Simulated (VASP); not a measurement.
Crystal: As.

```
As
1.0
     1.87975    1.08527    3.48577
    -1.87975    1.08527    3.48577
     0.00000   -2.17055    3.48577
As
2
Direct
  0.22754 0.22754 0.22754
  0.77246 0.77246 0.77246
```

```yaml
Program: VASP 6.6.1
Task: relaxation of cell and atoms
Functional: PBE
Potentials_or_basis: VASP PAW PBE potentials, release 64 (As)
Cutoff: 600 eV
k_mesh: 15 × 15 × 15
Occupations: gaussian, width 0.1 eV
Spin: no spin polarisation
```

At the start: pressure 3.9 GPa; volume 21.33 Å³/atom.

**Question.** How do energy, volume and symmetry change on relaxing?

**Answer.** Over 11 steps the energy falls by 13.3 meV/atom and the volume is 22.71 Å³/atom (+6.5 %); space group R-3m (No. 166, to 0.1 Å) before and after.

Step by step:
| step | energy change (eV) | largest force (eV/Å) | pressure (GPa) | volume (Å³) |
| --- | --- | --- | --- | --- |
| 1 | 0.0000 | 0.2803 | 3.93 | 42.67 |
| 2 | -0.0113 | 0.3754 | -2.25 | 45.98 |
| 3 | -0.0243 | 0.1152 | 0.15 | 44.52 |
| 4 | -0.0252 | 0.0583 | 0.08 | 44.69 |
| 5 | -0.0255 | 0.0024 | 0.03 | 44.86 |
| 6 | -0.0259 | 0.0009 | 0.04 | 44.93 |
| 7 | -0.0265 | 0.0064 | 0.06 | 45.17 |
| 8 | -0.0264 | 0.0227 | 0.17 | 45.62 |
| 9 | -0.0267 | 0.0142 | 0.11 | 45.36 |
| 10 | -0.0264 | 0.0435 | -0.31 | 45.65 |
| 11 | -0.0267 | 0.0013 | 0.00 | 45.43 |

Final structure:
```yaml
crystal:
  lattice:
    - [1.90692, 1.10096, 3.60623]
    - [-1.90692, 1.10096, 3.60623]
    - [0.00000, -2.20193, 3.60623]
  atoms:
    - { symbol: As, position: [0.22643, 0.22643, 0.22643] }
    - { symbol: As, position: [0.77357, 0.77357, 0.77357] }
```
